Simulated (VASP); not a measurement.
Input of a VASP 6.6.1 run:

Contents of INCAR:

```
SYSTEM = HfZrS3
PREC = Accurate
ENCUT = 520
EDIFF = 1E-6
ISMEAR = 0
SIGMA = 0.1
LREAL = .False.
LASPH = .True.
NELM = 60
ALGO = Normal
ISIF = 2
LWAVE = .False.
LCHARG = .False.
GGA = PE
NBANDS = 28
```

The input KPOINTS:

```
Automatic mesh
0
Gamma
  4 4 4
  0 0 0
```

File POSCAR:

```
HfZrS3
1.0
    4.7480088300      0.0000000000      0.0000000000
    0.0000000000      4.7480088300      0.0000000000
    0.0000000000      0.0000000000      4.7480088300
Zr Hf S
1 1 3
Direct
    0.5000000000      0.5000000000      0.5000000000
    0.0000000000      0.0000000000      0.0000000000
    0.5000000000      0.0000000000      0.0000000000
    0.0000000000      0.5000000000      0.0000000000
    0.0000000000      0.0000000000      0.5000000000
```

Potentials or basis: VASP PAW PBE potentials, release 64 (Zr_sv, Hf_pv, S).

Launch:

```bash
$ cat potpaw_PBE.64/Zr_sv/POTCAR potpaw_PBE.64/Hf_pv/POTCAR potpaw_PBE.64/S/POTCAR > POTCAR
$ mpirun -np 1 vasp_std > vasp.out
```

(1) Predict the pressure.

(2) Predict the band gap on the k mesh.

Results:

(1) 4.8 GPa.

(2) zero (bands 20 and 21 overlap by 1.29 eV).

Caveat: the cell stands under pressure; spin-orbit coupling is left out, which moves the levels of the heavy elements.
